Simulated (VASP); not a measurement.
A run of VASP 6.6.1 is set up as follows.

The input INCAR:

```
ALGO = Normal ; EDIFF = 1E-6
ENCUT = 520 ; GGA = PE
ISIF = 2 ; ISMEAR = 0
LASPH = True ; LCHARG = True
LELF = True ; LREAL = False
LVHAR = True ; LWAVE = False
NBANDS = 33 ; NELM = 60
PREC = Accurate ; SIGMA = 0.02
```

KPOINTS

```
k-points
0
Gamma
  6 6 10
```

Contents of POSCAR:

```
TiO2
1.0
    4.7020368917      0.0000000000      0.0000000000
    0.0000000000      4.7020368917      0.0000000000
    0.0000000000      0.0000000000      2.9769729357
Ti O
2 4
Direct
    0.0000000000      0.0000000000      0.0000000000
    0.5000000000      0.5000000000      0.5000000000
    0.3064951528      0.3064951528      0.0000000000
    0.1935048472      0.8064951528      0.5000000000
    0.6935048472      0.6935048472      0.0000000000
    0.8064951528      0.1935048472      0.5000000000
```

Potentials or basis: VASP PAW PBE potentials, release 64 (Ti_sv, O).

Command:

```bash
$ cat potpaw_PBE.64/Ti_sv/POTCAR potpaw_PBE.64/O/POTCAR > POTCAR
$ mpirun -np 1 vasp_std > vasp.out
```

(1) Predict the band gap on the k mesh.

(2) Estimate the largest force.

Results:

(1) 1.84 eV, direct.

(2) 0.029 eV/Å.
